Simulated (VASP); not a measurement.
Here is a VASP 6.6.1 calculation.

File INCAR:

```
SYSTEM = SiNi
ALGO     = Normal         ! electronic algorithm
EDIFF    = 1E-6           ! SCF threshold, eV
ENCUT    = 520            ! plane-wave cutoff, eV
GGA      = PE             ! functional
ISIF     = 2              ! what is computed and relaxed
ISMEAR   = -1             ! smearing method
LASPH    = .TRUE.         ! aspherical terms in the spheres
LCHARG   = .TRUE.         ! write CHGCAR
LELF     = .TRUE.         ! ELF
LREAL    = .FALSE.        ! projectors in reciprocal space
LVHAR    = .TRUE.       
LWAVE    = .FALSE.        ! write WAVECAR
NBANDS   = 14             ! bands
NELM     = 60             ! most SCF steps
PREC     = Accurate       ! precision mode
SIGMA    = 0.1            ! smearing width, eV
```

File KPOINTS:

```
k-points
0
G
  14 14 13
  0 0 0
```

The input POSCAR:

```
SiNi
1.0
    3.3952366737      0.0000000000      0.0000000000
   -1.6976183368      2.9403612113      0.0000000000
    0.0000000000      0.0000000000      2.4657203203
Ni Si
1 1
Direct
    0.0000000000      0.0000000000      0.0000000000
    0.3333333333      0.6666666667      0.5000000000
```

Potentials or basis: VASP PAW PBE potentials, release 64 (Ni, Si).

The run is started by

```bash
$ cat potpaw_PBE.64/Ni/POTCAR potpaw_PBE.64/Si/POTCAR > POTCAR
$ mpirun -np 1 vasp_std > vasp.out
```

Problem. What does it give for the pressure?

Solution. 10.7 GPa.

Problem. Estimate the band gap on the k mesh.

Solution. Zero (bands 7 and 8 overlap by 5.20 eV).

Stress tensor (GPa, compression positive):
```
10.62  0.00  0.00
 0.00 10.62  0.00
 0.00  0.00 10.95
```

Caveat: the cell stands under pressure. Spin polarisation is off, so any magnetic state and its effect on volume and gap are missing.
